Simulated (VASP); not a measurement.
# GaAs in VASP: a series of runs

The runs below take GaAs through single point, with r2SCAN.

Everything below comes from runs of VASP 6.6.1. Logs are shortened: lines on timing, memory, paths and dates and some standing lists are left out, and cuts for length are marked.

### 1 The cell of the first run

Symmetry: F-43m, No. 216, cubic system. Conventional cell: a = 5.950 Å, b = 5.950 Å, c = 5.950 Å, α = 90.00°, β = 90.00°, γ = 90.00°. Within 3.4 Å of Ga (site symmetry -43m) lie 4 As at 2.58 Å. Within 3.4 Å of As (site symmetry -43m) lie 4 Ga at 2.58 Å.

### 2 Single point, r2SCAN (strain +0.050 along x and y, +0.050 along z)

Contents of POSCAR:

```
GaAs
1.0
    0.0000000000      2.9748638364      2.9748638364
    2.9748638364      0.0000000000      2.9748638364
    2.9748638364      2.9748638364      0.0000000000
Ga As
1 1
Direct
    0.0000000000      0.0000000000      0.0000000000
    0.7500000000      0.7500000000      0.7500000000
```

Contents of INCAR.step1:

```
SYSTEM = GaAs
ALGO = Normal
EDIFF = 1E-4
ENCUT = 520
GGA = PE
ISMEAR = 0
LASPH = .TRUE.
LCHARG = .FALSE.
LREAL = .FALSE.
LWAVE = .TRUE.
NBANDS = 16
NELM = 60
PREC = Accurate
SIGMA = 0.05
```

Contents of INCAR.step2:

```
SYSTEM = GaAs
ALGO = Normal
EDIFF = 1E-7
ENCUT = 520
ISIF = 2
ISMEAR = 0
ISTART = 1
LASPH = .TRUE.
LCHARG = .FALSE.
LMIXTAU = .TRUE.
LREAL = .FALSE.
LWAVE = .FALSE.
METAGGA = R2SCAN
NBANDS = 16
NELM = 60
PREC = Accurate
SIGMA = 0.05
```

Contents of KPOINTS:

```
k-points
0
G
  8 8 8
  0 0 0
```

Potentials or basis: VASP PAW PBE potentials, release 64 (Ga_d, As).

Run with:

```
$ cat potpaw_PBE.64/Ga_d/POTCAR potpaw_PBE.64/As/POTCAR > POTCAR
$ cp INCAR.step1 INCAR
$ mpirun -np 1 vasp_std > vasp.out
$ cp INCAR.step2 INCAR
$ mpirun -np 1 vasp_std > vasp.out
```

OUTCAR:

```text
SYSTEM = GaAs
   EDIFF = 1E-7
   ENCUT = 520
   ISIF = 2
   ISMEAR = 0
   ISTART = 1
   LASPH = .TRUE.
   LREAL = .FALSE.
   METAGGA = R2SCAN
   NELM = 60
   PREC = Accurate

 ion  position               nearest neighbor table
   1  0.000  0.000  0.000-   2 2.58   2 2.58   2 2.58   2 2.58
   2  0.750  0.750  0.750-   1 2.58   1 2.58   1 2.58   1 2.58

  LATTYP: Found a face centered cubic cell.
 ALAT       =     5.9497276728

  Lattice vectors:

 A1 = (   0.0000000000,   2.9748638364,   2.9748638364)
 A2 = (   2.9748638364,   0.0000000000,   2.9748638364)
 A3 = (   2.9748638364,   2.9748638364,   0.0000000000)

Analysis of symmetry for initial positions (statically):
[... 5 lines left out ...]
 face centered cubic supercell.

 Subroutine GETGRP returns: Found 24 space group operations
 (whereof 24 operations were pure point group operations)
 out of a pool of 48 trial point group operations.

The static configuration has the point symmetry T_d .

Analysis of symmetry for dynamics (positions and initial velocities):
[... 5 lines left out ...]
 face centered cubic supercell.

 Subroutine GETGRP returns: Found 24 space group operations
 (whereof 24 operations were pure point group operations)
 out of a pool of 48 trial point group operations.

The dynamic configuration has the point symmetry T_d .

 Subroutine INISYM returns: Found 24 space group operations
 (whereof 24 operations are pure point group operations),
 and found     1 'primitive' translations

----------------------------------------------------------------------------------------

                                     Primitive cell

  volume of cell :      52.6540

  direct lattice vectors                    reciprocal lattice vectors
     0.000000000  2.974863836  2.974863836    -0.168074920  0.168074920  0.168074920
     2.974863836  0.000000000  2.974863836     0.168074920 -0.168074920  0.168074920
     2.974863836  2.974863836  0.000000000     0.168074920  0.168074920 -0.168074920

  length of vectors
     4.207092784  4.207092784  4.207092784     0.291114300  0.291114300  0.291114300

  position of ions in fractional coordinates (direct lattice)
     0.000000000  0.000000000  0.000000000
     0.750000000  0.750000000  0.750000000

  ion indices of the primitive-cell ions
   primitive index   ion index
                 1           1
                 2           2

----------------------------------------------------------------------------------------

 KPOINTS: k-points

Automatic generation of k-mesh.
 Grid dimensions read from file:
 generate k-points for:    8    8    8

 Generating k-lattice:

  Cartesian coordinates                     Fractional coordinates (reciprocal lattice)
    -0.021009365  0.021009365  0.021009365     0.125000000  0.000000000  0.000000000
     0.021009365 -0.021009365  0.021009365     0.000000000  0.125000000  0.000000000
     0.021009365  0.021009365 -0.021009365     0.000000000  0.000000000  0.125000000

  Length of vectors
     0.036389288  0.036389288  0.036389288

  Shift w.r.t. Gamma in fractional coordinates (k-lattice)
     0.000000000  0.000000000  0.000000000

 Subroutine IBZKPT returns following result:
 ===========================================

 Found     29 irreducible k-points:

 Following reciprocal coordinates:
            Coordinates               Weight
  0.000000  0.000000  0.000000      1.000000
  0.125000  0.000000  0.000000      8.000000
  0.250000  0.000000  0.000000      8.000000
  0.375000  0.000000  0.000000      8.000000
  0.500000  0.000000  0.000000      4.000000
  0.125000  0.125000  0.000000      6.000000
[... 16 lines left out ...]
  0.500000  0.250000  0.125000     48.000000
 -0.375000  0.250000  0.125000     24.000000
 [... further k-points ...]
   k-points           NKPTS =     29   k-points in BZ     NKDIM =     29   number of bands    NBANDS=     16
   number of dos      NEDOS =    301   number of ions     NIONS =      2
   total plane-waves  NPLWV =  32768
   dimension x,y,z NGX =    32 NGY =   32 NGZ =   32
   dimension x,y,z NGXF=    64 NGYF=   64 NGZF=   64
   ions per type =               1   1
   NGX,Y,Z   is equivalent  to a cutoff of  12.65, 12.65, 12.65 a.u.
   NGXF,Y,Z  is equivalent  to a cutoff of  25.29, 25.29, 25.29 a.u.
 SYSTEM =  GaAs
   PREC   = accura    normal or accurate (medium, high low for compatibility)
   ISTART =      1    job   : 0-new  1-cont  2-samecut
   ICHARG =      0    charge: 1-file 2-atom 10-const
   ISPIN  =      1    spin polarized calculation?
   LNONCOLLINEAR =      F non collinear calculations
   LSORBIT =      F    spin-orbit coupling
   LASPH  =      T    aspherical Exc in radial PAW
   ENCUT  =  520.0 eV  38.22 Ry    6.18 a.u.   7.82  7.82  7.82*2*pi/ulx,y,z
   NELM   =     60;   NELMIN=  2; NELMDL=  0     # of ELM steps
   EDIFF  = 0.1E-06   stopping-criterion for ELM
   LREAL  =      F    real-space projection
   EDIFFG = 0.1E-05   stopping-criterion for IOM
   NSW    =      0    number of steps for IOM
   IBRION =     -1    ionic relax: 0-MD 1-quasi-New 2-CG
   NFREE  =      0    steps in history (QN), initial steepest desc. (CG)
   ISIF   =      2    stress and relaxation
   ISYM   =      2    0-nonsym 1-usesym 2-fastsym
   POTIM  = 0.5000    time-step for ionic-motion
   TEBEG  =    0.0;   TEEND  =   0.0 temperature during run
   PSTRESS=    0.0 pullay stress
   NELECT =      18.0000    total number of electrons
   NUPDOWN=      -1.0000    fix difference up-down
   EMIN   =  10.00;   EMAX   =-10.00  energy-range for DOS
   EFERMI =   0.00;   METHOD = LEGACY
   ISMEAR =     0;   SIGMA  =   0.05  broadening in eV -4-tet -1-fermi 0-gaus
   EFERMI_NEDOS =   21; number of points for ismear=-14 and -15
   IALGO  =     38    algorithm
   IMIX   =      4    mixing-type and parameters
     AMIX     =   0.40;   BMIX     =  1.00
     AMIX_MAG =   1.60;   BMIX_MAG =  1.00
  volume/ion in A,a.u.               =      26.33       177.66
  Fermi-wavevector in a.u.,A,eV,Ry     =   1.144692  2.163154 17.827977  1.310319
  Thomas-Fermi vector in A             =   2.281383
   LORBIT       =      0    0 simple, 1 ext, 2 COOP (PROOUT), +10 PAW based schemes
   METAGGA = R2SCAN    functional components
   LHFCALC =     F    Hartree Fock is set to
   AEXX    =    0.0000 exact exchange contribution
   IVDW    =     0    specifies the selected vdW correction
   LEPSILON=     F    determine dielectric tensor
   LRPA    =     F    only Hartree local field effects (RPA)
 non-spin polarized calculation
 Gauss-broadening in eV      SIGMA  =   0.05
  energy-cutoff  :      520.00
  volume of cell :       52.65
 maximum number of plane-waves:      1428
   NGX = 15   NGY = 15   NGZ = 15

 number of electron      18.0000015 magnetization

 Free energy of the ion-electron system (eV)
  ---------------------------------------------------
  ext. energy  EPLUGINS =         0.00000000
  ---------------------------------------------------
  free energy    TOTEN  =       -26.86216987 eV

  energy without entropy =      -26.86201922  energy(sigma->0) =      -26.86209454

 E-fermi :   2.3667     XC(G=0):  -9.5410

 val. band max:        2.3514839321   @ k =   0.0000   0.0000   0.0000
 cond. band min:       3.2674844585   @ k =   0.5000   0.0000   0.0000
 fundamental gap:      0.9160005264
 Fermi energy:         2.3667043564

 k-point     1 :       0.0000    0.0000    0.0000
  band No.  band energies     occupation
      1     -12.6900      2.00000
      2     -12.6900      2.00000
      3     -12.6899      2.00000
      4     -12.6333      2.00000
      5     -12.6333      2.00000
      6      -9.8374      2.00000
[... 8 lines left out ...]
     15      12.6175      0.00000
     16      12.6175      0.00000

 k-point     2 :       0.1250    0.0000    0.0000
  band No.  band energies     occupation
      1     -12.6972      2.00000
      2     -12.6878      2.00000
      3     -12.6877      2.00000
      4     -12.6333      2.00000
      5     -12.6333      2.00000
      6      -9.6849      2.00000
[... 8 lines left out ...]
     15      11.9017      0.00000
     16      11.9017      0.00000

 k-point     3 :       0.2500    0.0000    0.0000
  band No.  band energies     occupation
      1     -12.7138      2.00000
      2     -12.6828      2.00000
      3     -12.6828      2.00000
      4     -12.6330      2.00000
      5     -12.6330      2.00000
      6      -9.2636      2.00000
[... 8 lines left out ...]
     15      11.6624      0.00000
     16      11.6624      0.00000

 k-point     4 :       0.3750    0.0000    0.0000
  band No.  band energies     occupation
      1     -12.7295      2.00000
      2     -12.6787      2.00000
      3     -12.6786      2.00000
      4     -12.6318      2.00000
      5     -12.6318      2.00000
      6      -8.7211      2.00000
[... 8 lines left out ...]
     15      12.6650      0.00000
     16      12.6650      0.00000

 k-point     5 :       0.5000    0.0000    0.0000
  band No.  band energies     occupation
      1     -12.7358      2.00000
      2     -12.6772      2.00000
      3     -12.6772      2.00000
      4     -12.6311      2.00000
      5     -12.6311      2.00000
      6      -8.4317      2.00000
[... 8 lines left out ...]
     15      14.1453      0.00000
     16      14.1467      0.00000

 k-point     6 :       0.1250    0.1250    0.0000
  band No.  band energies     occupation
      1     -12.7018      2.00000
      2     -12.6856      2.00000
      3     -12.6856      2.00000
      4     -12.6349      2.00000
      5     -12.6321      2.00000
      6      -9.6338      2.00000
[... 8 lines left out ...]
     15      11.2324      0.00000
     16      12.8624      0.00000

 k-point     7 :       0.2500    0.1250    0.0000
  band No.  band energies     occupation
      1     -12.7154      2.00000
      2     -12.6815      2.00000
      3     -12.6805      2.00000
      4     -12.6361      2.00000
      5     -12.6310      2.00000
      6      -9.2995      2.00000
[... 8 lines left out ...]
     15      12.4037      0.00000
     16      12.7406      0.00000

 k-point     8 :       0.3750    0.1250    0.0000
  band No.  band energies     occupation
      1     -12.7298      2.00000
      2     -12.6778      2.00000
      3     -12.6760      2.00000
      4     -12.6356      2.00000
      5     -12.6301      2.00000
      6      -8.7822      2.00000
[... 8 lines left out ...]
     15      12.6014      0.00000
     16      13.4248      0.00000

 k-point     9 :       0.5000    0.1250    0.0000
  band No.  band energies     occupation
      1     -12.7379      2.00000
      2     -12.6758      2.00000
      3     -12.6743      2.00000
      4     -12.6336      2.00000
      5     -12.6305      2.00000
      6      -8.3671      2.00000
[... 8 lines left out ...]
     15      13.4267      0.00000
     16      14.1517      0.00000
[... 172 lines left out ...]
 k-point    19 :       0.5000    0.3750    0.0000
  band No.  band energies     occupation
      1     -12.7549      2.00000
      2     -12.6630      2.00000
      3     -12.6617      2.00000
      4     -12.6447      2.00000
      5     -12.6262      2.00000
      6      -7.9616      2.00000
[... 8 lines left out ...]
     15      14.6761      0.00000
     16      14.7638      0.00000

 k-point    20 :      -0.3750    0.3750    0.0000
  band No.  band energies     occupation
      1     -12.7514      2.00000
      2     -12.6668      2.00000
      3     -12.6636      2.00000
      4     -12.6410      2.00000
      5     -12.6287      2.00000
      6      -7.8845      2.00000
[... 8 lines left out ...]
     15      13.0311      0.00000
     16      15.8735      0.00000

 k-point    21 :       0.5000    0.5000    0.0000
  band No.  band energies     occupation
      1     -12.7592      2.00000
      2     -12.6595      2.00000
      3     -12.6595      2.00000
      4     -12.6470      2.00000
      5     -12.6249      2.00000
      6      -7.8484      2.00000
[... 8 lines left out ...]
     15      14.8720      0.00000
     16      15.5931      0.00000

 k-point    22 :       0.3750    0.2500    0.1250
  band No.  band energies     occupation
      1     -12.7283      2.00000
      2     -12.6770      2.00000
      3     -12.6752      2.00000
      4     -12.6375      2.00000
      5     -12.6299      2.00000
      6      -8.9098      2.00000
[... 8 lines left out ...]
     15      13.2765      0.00000
     16      13.5519      0.00000

 k-point    23 :       0.5000    0.2500    0.1250
  band No.  band energies     occupation
      1     -12.7388      2.00000
      2     -12.6743      2.00000
      3     -12.6709      2.00000
      4     -12.6368      2.00000
      5     -12.6301      2.00000
      6      -8.4157      2.00000
[... 8 lines left out ...]
     15      13.0643      0.00000
     16      14.5240      0.00000

 k-point    24 :      -0.3750    0.2500    0.1250
  band No.  band energies     occupation
      1     -12.7428      2.00000
      2     -12.6736      2.00000
      3     -12.6692      2.00000
      4     -12.6356      2.00000
      5     -12.6309      2.00000
      6      -8.1580      2.00000
[... 8 lines left out ...]
     15      14.0441      0.00000
     16      14.3164      0.00000

 [... further k-points ...]
[... 5 lines left out ...]
  --------------------------------------------------------------------------------------
  -------------------------------------------------------------------------------------
  Total       -2.4384986     -2.4384986     -2.4384986      0.0000000      0.0000000     -0.0000000
  in kB      -74.1996426    -74.1996426    -74.1996426      0.0000000      0.0000000     -0.0000000
  external PRESSURE =     -74.1996426 kB  Pullay stress =       0.0000000 kB

 VOLUME and BASIS-vectors are now :
 -----------------------------------------------------------------------------
  energy-cutoff  :      520.00
  volume of cell :       52.65
      direct lattice vectors                 reciprocal lattice vectors
     0.000000000  2.974863836  2.974863836    -0.168074920  0.168074920  0.168074920
     2.974863836  0.000000000  2.974863836     0.168074920 -0.168074920  0.168074920
     2.974863836  2.974863836  0.000000000     0.168074920  0.168074920 -0.168074920

 POSITION                                       TOTAL-FORCE (eV/Angst)
 -----------------------------------------------------------------------------------
      0.00000      0.00000      0.00000        -0.000000     -0.000000      0.000000
      4.46230      4.46230      4.46230         0.000000      0.000000     -0.000000
 -----------------------------------------------------------------------------------
    total drift:                                0.000001      0.000001      0.000001

  FREE ENERGIE OF THE ION-ELECTRON SYSTEM (eV)
  ---------------------------------------------------
  free  energy   TOTEN  =       -26.8621698678 eV

  energy  without entropy=      -26.8620192209  energy(sigma->0) =      -26.86209454
```

Wall time 58 s (1 thread of Intel Xeon 6975P-C, shared host); peak memory 0.19 GiB.

What came out:

```
Free energy            : -26.8622 eV
Pressure               : -7.4 GPa
Band gap on the k mesh : zero (filled and empty bands touch)
```

Levels at points of the mesh, in eV from the Fermi level:
```
           k point  band 7  band 8  band 9  band 10  band 11  band 12
(0.00, 0.00, 0.00)   -0.19   -0.02   -0.02    -0.02     3.96     3.96
(0.50, 0.00, 0.00)   -6.06   -0.98   -0.98     0.90     4.89     4.89
(0.50, 0.50, 0.00)   -6.34   -2.28   -2.28     1.94     1.98     9.61
```

Caveat: the cell differs from its parent crystal (strain +0.050 along x and y, +0.050 along z); the PAW data sets were made with another functional, which shifts forces and pressure a little.

[end of part 1 of 2]
